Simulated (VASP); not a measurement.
Wanted: the native input for a VASP 6.6.1 run.

- Task: single point
- Functional: PBEsol
- Potentials or basis: VASP PAW PBE potentials, release 64 (K_sv, Cl)
- Cutoff: 520 eV
- k mesh: 6 × 6 × 6
- Occupations: gaussian, width 0.05 eV
- Spin: no spin polarisation
- Dipole correction: no
- Further INCAR settings: ALGO = Normal; EDIFF = 1e-06; NBANDS = 24

The structure of KCl lies in POSCAR:

```
KCl
1.0
    0.0000000000     -3.1207041401     -3.1207041401
   -3.1207041401      0.0000000000     -3.1207041401
    3.1207041401      3.1207041401     -6.2414082803
K Cl
2 2
Direct
    0.4922020379      0.5193831556      0.4967459532
    0.0273222427      0.9741087508     -0.0032540468
    0.7392331991      0.7535889336      0.7535889336
    0.2392331991      0.2535889336      0.2535889336
```

This cell differs from its parent crystal: mode 4 frozen in at -0.091 Å and mode 9 at -0.045 Å (largest displacements).

One way to write it, as run:

INCAR

```
PREC = Accurate
ENCUT = 520
EDIFF = 1E-6
ISMEAR = 0
SIGMA = 0.05
LREAL = F
LASPH = T
NELM = 80
ALGO = Normal
ISIF = 2
LWAVE = F
LCHARG = F
GGA = PS
NBANDS = 24
```

KPOINTS

```
regular mesh
0
Gamma
  6 6 6
```

Potentials or basis: VASP PAW PBE potentials, release 64 (K_sv, Cl).

Command:

```bash
$ cat potpaw_PBE.64/K_sv/POTCAR potpaw_PBE.64/Cl/POTCAR > POTCAR
$ mpirun -np 1 vasp_std > vasp.out
```

Results of the run:

```
Pressure               : 0.2 GPa
Largest force          : 0.233 eV/Å
Band gap on the k mesh : 5.10 eV, direct
```

Caveat: the cell differs from its parent crystal (mode 4 frozen in at -0.091 Å and mode 9 at -0.045 Å (largest displacements)); the PAW data sets were made with another functional, which shifts forces and pressure a little.

Wall time 5.3 min on 1 thread of Intel Xeon 6975P-C, on a shared host, peak memory 0.43 GiB.
